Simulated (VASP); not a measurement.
Crystal: SnO2.

```xyz
12
Lattice="5.1753 0.0000 0.0000 0.0000 5.1753 0.0000 0.0000 0.0000 5.1753" Properties=species:S:1:pos:R:3 pbc="T T T"
Sn    0.0000    0.0000    0.0000
Sn    2.5876    0.0000    2.5876
Sn    2.5876    2.5876    0.0000
Sn    0.0000    2.5876    2.5876
O     3.4214    4.3415    0.8337
O     4.3415    0.8337    3.4214
O     0.8337    3.4214    4.3415
O     1.7539    1.7539    1.7539
O     3.4214    3.4214    3.4214
O     4.3415    1.7539    0.8337
O     0.8337    4.3415    1.7539
O     1.7539    0.8337    4.3415
```

- Program: VASP 6.6.1
- Task: relaxation of cell and atoms
- Functional: LDA
- Potentials or basis: VASP PAW LDA potentials, release 64 (Sn_d, O)
- Cutoff: 600 eV
- k mesh: 4 × 4 × 4
- Occupations: fermi-dirac, width 0.05 eV
- Spin: no spin polarisation

At the start: pressure -11.9 GPa; volume 11.55 Å³/atom.

Q: How do energy, volume and symmetry change on relaxing?

A: Over 7 steps the energy falls by 26.3 meV/atom and the volume is 10.88 Å³/atom (-5.8 %); space group Pa-3 (No. 205, to 0.05 Å).

The path:
```
step  energy change (eV)  largest force (eV/Å)  pressure (GPa)  volume (Å³)
   1              0.0000                0.0390          -11.88       138.61
   2              0.1445                0.1094           18.40       122.12
   3             -0.3146                0.0210           -0.20       130.75
   4             -0.3147                0.0224            0.06       130.59
   5             -0.3148                0.0193            0.05       130.59
   6             -0.3152                0.0102            0.06       130.57
   7             -0.3152                0.0084            0.07       130.53
```

Final structure:
```
Sn O
1.0
     5.07266    0.00000    0.00000
     0.00000    5.07266    0.00000
     0.00000    0.00000    5.07266
Sn O
4 8
Cartesian
  0.0000 0.0000 0.0000
  2.5363 0.0000 2.5363
  2.5363 2.5363 0.0000
  0.0000 2.5363 2.5363
  3.3485 4.2605 0.8122
  4.2605 0.8122 3.3485
  0.8122 3.3485 4.2605
  1.7242 1.7242 1.7242
  3.3485 3.3485 3.3485
  4.2605 1.7242 0.8122
  0.8122 4.2605 1.7242
  1.7242 0.8122 4.2605
```
